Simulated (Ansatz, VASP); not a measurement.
# TiTe2: VASP beside Ansatz

```
Ti Te
1.0
     3.69645    0.00000    0.00000
    -1.84823    3.20122    0.00000
     0.00000    0.00000    6.44811
Ti Te
1 2
Direct
  0.00000 0.00000 0.00000
  0.66667 0.33333 0.26737
  0.33333 0.66667 0.73263
```

Alike in both runs: functional PBEsol; k mesh 15 × 15 × 8; occupations fermi-dirac, width 0.15 eV; no spin polarisation.

Ansatz relaxed the structure, and its values are those at the end. VASP's run is a single point on that final structure, the one shown.

|  | VASP | Ansatz |
| --- | --- | --- |
| version | VASP 6.6.1 | Ansatz 0.2.0 |
| potentials or method | VASP PAW PBE potentials, release 64 (Ti_sv, Te), cutoff 520 eV | scalar-relativistic, plane waves, PAW |
| valence electrons in the cell | 24 | 44 |

Ansatz gave:

```
gap on the k mesh at the Fermi level (eV) : none
pressure (GPa)                            : 0.0
rms of the force components (eV/Å)        : 0.000
```

Q: Estimate VASP's values.

A: gap on the k mesh at the Fermi level (eV): none; pressure (GPa): 0.1; rms of the force components (eV/Å): 0.009.

VASP's potentials were made for PBE, not for PBEsol. A gap of «none» marks a metal or a gap that the smearing closes. VASP's potentials hold 24 valence electrons a cell and Ansatz's 44, so a difference there can come from the potentials and not from the codes.

Spin-orbit coupling is off throughout.
